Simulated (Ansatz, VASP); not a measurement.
Two plane-wave programs on Sn

File INCAR:

```
SYSTEM = Sn
ALGO     = Normal         ! electronic algorithm
EDIFF    = 1E-6           ! SCF threshold, eV
ENCUT    = 520            ! plane-wave cutoff, eV
ISIF     = 2              ! what is computed and relaxed
ISMEAR   = 0              ! smearing method
LASPH    = .TRUE.         ! aspherical terms in the spheres
LCHARG   = .FALSE.        ! write CHGCAR
LREAL    = .FALSE.        ! projectors in reciprocal space
LWAVE    = .FALSE.        ! write WAVECAR
NBANDS   = 21             ! bands
NELM     = 100            ! most SCF steps
PREC     = Accurate       ! precision mode
SIGMA    = 0.03           ! smearing width, eV
```

File KPOINTS:

```
k-points
0
G
  9 9 9
  0 0 0
```

POSCAR

```
Sn
1.0
    0.0000000000      3.2380799619      3.2380799619
    3.2380799619      0.0000000000      3.2380799619
    3.2380799619      3.2380799619      0.0000000000
Sn
2
Direct
    0.5000000000      0.5000000000      0.5000000000
    0.7500000000      0.7500000000      0.7500000000
```

Input for Ansatz:

```yaml
crystal:
  lattice:
    - [0.0, 3.2380799619, 3.2380799619]
    - [3.2380799619, 0.0, 3.2380799619]
    - [3.2380799619, 3.2380799619, 0.0]
  atoms:
    - { symbol: Sn, position: [0.5, 0.5, 0.5] }
    - { symbol: Sn, position: [0.75, 0.75, 0.75] }
hamiltonian:
  xc: lda
  pseudopotentials:
    kind: paw
    azcp:
      Sn: "pseudopotentials/Sn.paw.azcp"
basis:
  ecutwfc: 420
  fft_grid_basis: typed
kpoints:
  mp_grid: { grid: [9, 9, 9], shift: [0, 0, 0] }
magnetization:
  spin_polarized: false
scf:
  occupations: { method: gaussian, width: 0.03 }
  lower_state_search: "off"
output:
  stress: true
```

Alike in both runs: task single point; functional LDA; k mesh 9 × 9 × 9; occupations gaussian, width 0.03 eV; no spin polarisation.

|  | VASP | Ansatz |
| --- | --- | --- |
| version | VASP 6.6.1 | Ansatz 0.2.0 |
| potentials or method | VASP PAW LDA potentials, release 64 (Sn_d), cutoff 520 eV | plane waves (420 eV) with PAW, scalar-relativistic |
| valence electrons in the cell | 28 | 28 |

|  | VASP | Ansatz | Ansatz less VASP |
| --- | --- | --- | --- |
| pressure (GPa) | -0.1 | -0.1 | -0.01 |

Ansatz warns that its potentials were made for another functional, while VASP's fit it. LDA's correlation is that of Perdew and Zunger in VASP and of Perdew and Wang (1992) in Ansatz.
